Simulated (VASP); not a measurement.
The system is GaAs.

```
CELL_PARAMETERS angstrom
0.00000 2.87509 2.87509
2.87509 0.00000 2.87509
2.87509 2.87509 0.00000
ATOMIC_POSITIONS crystal
Ga 0.00000 0.00000 0.00000
As 0.75000 0.75000 0.75000
```

* Program: VASP 6.6.1
* Task: relaxation of cell and atoms
* Functional: LDA
* Potentials or basis: VASP PAW LDA potentials, release 64 (Ga_d, As)
* Cutoff: 600 eV
* k mesh: 10 × 10 × 10
* Occupations: gaussian, width 0.1 eV
* Spin: no spin polarisation

At the start: pressure -4.6 GPa; volume 23.77 Å³/atom.

**Question.** How do energy, volume and symmetry change on relaxing?

**Answer.** Over 20 steps the energy falls by 26.0 meV/atom and the volume is 22.09 Å³/atom (-7.1 %); space group F-43m (No. 216, to 0.1 Å) before and after.

Step by step:
| step | energy change (eV) | largest force (eV/Å) | pressure (GPa) | volume (Å³) |
| --- | --- | --- | --- | --- |
| 1 | 0.0000 | 0.0000 | -4.59 | 47.53 |
| 2 | -0.0447 | 0.0000 | 2.09 | 43.00 |
| 3 | -0.0520 | 0.0000 | 0.03 | 44.15 |
| 4 | -0.0520 | 0.0000 | -0.15 | 44.21 |
| 5 | -0.0520 | 0.0000 | -0.06 | 44.21 |
| 6 | -0.0520 | 0.0000 | -0.10 | 44.21 |
| 7 | -0.0520 | 0.0000 | -0.09 | 44.21 |
| 8 | -0.0520 | 0.0000 | -0.09 | 44.21 |
| 9 | -0.0520 | 0.0000 | -0.09 | 44.21 |
| 10 | -0.0520 | 0.0000 | -0.10 | 44.20 |
| 11 | -0.0520 | 0.0000 | -0.03 | 44.20 |
| 12 | -0.0520 | 0.0000 | -0.08 | 44.20 |
| 13 | -0.0520 | 0.0000 | -0.02 | 44.19 |
| 14 | -0.0520 | 0.0000 | -0.07 | 44.19 |
| 15 | -0.0520 | 0.0000 | -0.07 | 44.19 |
| 16 | -0.0520 | 0.0000 | 0.02 | 44.18 |
| 17 | -0.0520 | 0.0000 | -0.03 | 44.18 |
| 18 | -0.0520 | 0.0000 | -0.06 | 44.18 |
| 19 | -0.0520 | 0.0000 | -0.05 | 44.18 |
| 20 | -0.0520 | 0.0000 | 0.01 | 44.17 |

Final structure:
```
Ga As
1.0
     0.00000    2.80573    2.80573
     2.80573    0.00000    2.80573
     2.80573    2.80573    0.00000
Ga As
1 1
Direct
  0.00000 0.00000 0.00000
  0.75000 0.75000 0.75000
```
